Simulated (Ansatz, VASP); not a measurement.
**SnSe2: VASP beside Ansatz**

File INCAR:

```
ALGO = Normal
EDIFF = 1E-6
ENCUT = 500
GGA = PE
GGA_COMPAT = F
ISIF = 2
ISMEAR = 0
LASPH = T
LCHARG = F
LREAL = F
LWAVE = F
NBANDS = 20
NELM = 120
PREC = Accurate
SIGMA = 0.01
```

KPOINTS

```
k-points
0
Gamma
  2 2 1
```

File POSCAR:

```
SnSe2
1.0
    3.8110000000      0.0000000000      0.0000000000
   -1.9055000000      3.3004228138      0.0000000000
    0.0000000000      0.0000000000      6.1360000000
Sn Se
1 2
Direct
    0.0000000000      0.0000000000      0.0000000000
    0.3333330000      0.6666670000      0.2490000000
    0.6666670000      0.3333330000      0.7510000000
```

Input for Ansatz:

```yaml
crystal:
  lattice:
    - [3.811, 0.0, 0.0]
    - [-1.905499999999999, 3.300422813822496, 0.0]
    - [0.0, 0.0, 6.136]
  atoms:
    - { symbol: Sn, position: [0.0, 0.0, 0.0] }
    - { symbol: Se, position: [0.333333, 0.666667, 0.24900000000000003] }
    - { symbol: Se, position: [0.666667, 0.333333, 0.751] }
basis:
  ecutwfc: 420.0
  ecutrho_ratio: 4
kpoints:
  mp_grid:
    grid: [2, 2, 1]
hamiltonian:
  xc: pbe
scf:
  max_iter: 200
  convergence:
    dr2_threshold: 1.0e-05
  mixing:
    algorithm: msr1
    beta: 0.1
  occupations:
    method: fixed
output:
  eigenvalues: true
```

Alike in both runs: task single point; functional PBE; k mesh 2 × 2 × 1; no spin polarisation.

```csv
,VASP,Ansatz
version,VASP 6.6.1,Ansatz 0.2.0
potentials or method,"VASP PAW PBE potentials, release 64 (Sn_d, Se), cutoff 500 eV","plane waves, PAW"
occupations,"gaussian, width 0.01 eV",fixed
valence electrons in the cell,26,46
```

|  | VASP | Ansatz | Ansatz less VASP |
| --- | --- | --- | --- |
| gap on the k mesh at the Fermi level (eV) | 1.02 | 1.04 | +0.016 |

VASP's potentials hold 26 valence electrons a cell and Ansatz's 46, so a difference there can come from the potentials and not from the codes. Ansatz's warnings: structure snapped to symmetry.

The k mesh is coarse, so the values compare programs but aren't converged.
